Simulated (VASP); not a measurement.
# Si2Mo: single point with PBE

Si2Mo:

```
Si Mo
1.0
    -1.62988    1.62988    3.93661
     1.62988   -1.62988    3.93661
     1.62988    1.62988   -3.93661
Si Mo
2 1
Direct
  0.33510 0.29811 0.96301
  0.66490 0.70189 0.03699
  0.00000 0.00000 0.00000
```

```json
{
 "Program": "VASP 6.6.1",
 "Task": "single point",
 "Functional": "PBE",
 "Potentials or basis": "VASP PAW PBE potentials, release 64 (Si, Mo_sv)",
 "Cutoff": "520 eV",
 "k mesh": "18 × 18 × 18",
 "Occupations": "gaussian, width 0.15 eV",
 "Spin": "no spin polarisation",
 "Dipole correction": "no",
 "Further INCAR settings": "ALGO = Normal; EDIFF = 1e-06; NBANDS = 18"
}
```

| Quantity | Value |
| --- | --- |
| Pressure | -3.1 GPa |
| Largest force | 1.151 eV/Å |
| Band gap on the k mesh | zero (band 11 reaches 12.05 eV, above the bottom of band 12 at 11.22 eV) |

Forces in eV/Å, atoms in the order of the input:
```
Si   1.142  0.000  0.144
Si  -1.142  0.000 -0.144
Mo   0.000  0.000  0.000
```

Stress tensor (GPa, compression positive):
```
-5.03  0.00 -1.18
 0.00 -3.48  0.00
-1.18  0.00 -0.77
```

Levels at points of the mesh, in eV from the Fermi level:
```
           k point  band 8  band 9  band 10  band 11  band 12  band 13  band 14  band 15
(0.00, 0.00, 0.00)   -2.89   -2.67    -2.47     0.32     2.43     3.13     3.33     3.88
(0.50, 0.00, 0.00)   -4.38   -2.64    -2.29    -0.44     2.05     2.98     3.78     4.24
(0.00, 0.50, 0.00)   -4.19   -2.76    -2.33    -0.45     2.10     3.64     3.80     4.42
(0.50, 0.00, 0.50)   -4.45   -2.50    -2.40    -0.53     2.08     2.09     3.98     4.00
(0.50, 0.50, 0.00)   -4.75   -4.30    -2.78    -1.25     2.11     2.54     3.09     3.34
(0.50, 0.50, 0.50)   -2.18   -0.67    -0.64    -0.47    -0.45     0.49     4.64     4.72
```

Run time: 14 min on 1 thread of Intel(R) Xeon(R) Platinum 8488C (Sapphire Rapids), with other jobs on the host, peak memory 1.1 GiB.

Caveat: forces of over 1 eV/Å act on the atoms, so gaps and moduli don't describe the material at rest.
